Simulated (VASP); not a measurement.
Crystal: CdF2.

```xyz
3
Lattice="0.0000 2.6940 2.6940 2.6940 0.0000 2.6940 2.6940 2.6940 0.0000" Properties=species:S:1:pos:R:3 pbc="T T T"
Cd    0.0000    0.0000    0.0000
F     1.3470    1.3470    1.3470
F     4.0410    4.0410    4.0410
```

Base run:

```yaml
Program: VASP 6.6.1
Functional: r2SCAN
Potentials_or_basis: VASP PAW PBE potentials, release 64 (Cd_sv_GW, F)
Cutoff: 770 eV
k_mesh: 8 × 8 × 8
Occupations: gaussian, width 0.02 eV
Spin: no spin polarisation
```

Its results: band gap on the k mesh 3.79 eV (least direct gap 4.31 eV); pressure -0.4 GPa.

Problem. The run is repeated on the same cell with these changes: potentials or basis from VASP PAW PBE potentials, release 64 (Cd_sv_GW, F) to VASP PAW PBE potentials, release 64 (Cd, F); cutoff from 770 eV to 520 eV; further incar settings from ALGO = Normal; EDIFF = 1e-06; NBANDS = 24 to ALGO = Normal; EDIFF = 1e-07; NBANDS = 20; valence electrons from 34 to 26. What comes out?

Solution. Band gap on the k mesh 3.75 eV (least direct gap 4.25 eV); pressure 1.0 GPa.

Caveats: the PAW data sets were made with another functional, which shifts forces and pressure a little.

A k mesh can miss the band edges.
